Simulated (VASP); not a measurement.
ScAl3F:

```
Sc Al F
1.0
     4.27657    0.00000    0.00000
     0.00000    4.27657    0.00000
     0.00000    0.00000    4.27657
Sc Al F
1 3 1
Direct
  0.00000 0.00000 0.00000
  0.50000 0.00000 0.50000
  0.50000 0.50000 0.00000
  0.00000 0.50000 0.50000
  0.50000 0.50000 0.50000
```

The cell was built from a structure type or drawn by symmetry, and may not be a known phase.

| Item | Value |
| --- | --- |
| Program | VASP 6.6.1 |
| Task | relaxation of cell and atoms |
| Functional | PBE |
| Potentials or basis | VASP PAW PBE potentials, release 64 (Sc_sv, Al, F) |
| Cutoff | 600 eV |
| k mesh | 4 × 4 × 4 |
| Occupations | gaussian, width 0.1 eV |
| Spin | no spin polarisation |

At the start: pressure 7.0 GPa; volume 15.64 Å³/atom.

Where does the relaxation end?

Over 3 steps the energy falls by 29.7 meV/atom and the volume is 17.12 Å³/atom (+9.4 %); space group Pm-3m (No. 221, to 0.1 Å) before and after.

The path:
| step | energy change (eV) | largest force (eV/Å) | pressure (GPa) | volume (Å³) |
| --- | --- | --- | --- | --- |
| 1 | 0.0000 | 0.0000 | 7.04 | 78.21 |
| 2 | -0.1474 | 0.0000 | -0.45 | 86.26 |
| 3 | -0.1483 | 0.0000 | 0.02 | 85.59 |

Final structure:
```yaml
crystal:
  lattice:
    - [4.40703, 0.00000, 0.00000]
    - [0.00000, 4.40703, 0.00000]
    - [0.00000, 0.00000, 4.40703]
  atoms:
    - { symbol: Sc, position: [0.00000, 0.00000, 0.00000] }
    - { symbol: Al, position: [0.50000, 0.00000, 0.50000] }
    - { symbol: Al, position: [0.50000, 0.50000, 0.00000] }
    - { symbol: Al, position: [0.00000, 0.50000, 0.50000] }
    - { symbol: F, position: [0.50000, 0.50000, 0.50000] }
```

Caveat: the k points lie up to 0.36 Å⁻¹ apart in the final cell, too coarse for converged energies and pressures of a metal; an odd number of electrons without spin polarisation forces a metal; a magnetic or distorted state may lie lower.
